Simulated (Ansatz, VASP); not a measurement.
Be4S in VASP and in Ansatz

```xyz
5
Lattice="3.8609 0.0000 0.0000 0.0000 3.8609 0.0000 0.0000 0.0000 3.8609" Properties=species:S:1:pos:R:3 pbc="T T T"
Be    3.0929    3.0929    3.0929
Be    0.7681    0.7681    3.0929
Be    0.7681    3.0929    0.7681
Be    3.0929    0.7681    0.7681
S     1.9305    1.9305    1.9305
```

Alike in both runs: functional PBE; k mesh 6 × 6 × 6; occupations gaussian, width 0.1 eV; no spin polarisation.

Ansatz relaxed the structure, and its values are those at the end. VASP's run is a single point on that final structure, the one shown.

|  | VASP | Ansatz |
| --- | --- | --- |
| version | VASP 6.6.1 | Ansatz 0.2.0 |
| potentials or method | VASP PAW PBE potentials, release 64 (Be, S), cutoff 520 eV | scalar-relativistic, plane waves, PAW |
| valence electrons in the cell | 14 | 14 |

```csv
,VASP,Ansatz,Ansatz less VASP
gap on the k mesh at the Fermi level (eV),none,none,-
pressure (GPa),0.1,0.1,-0.04
```

A gap of «none» marks a metal or a gap that the smearing closes.
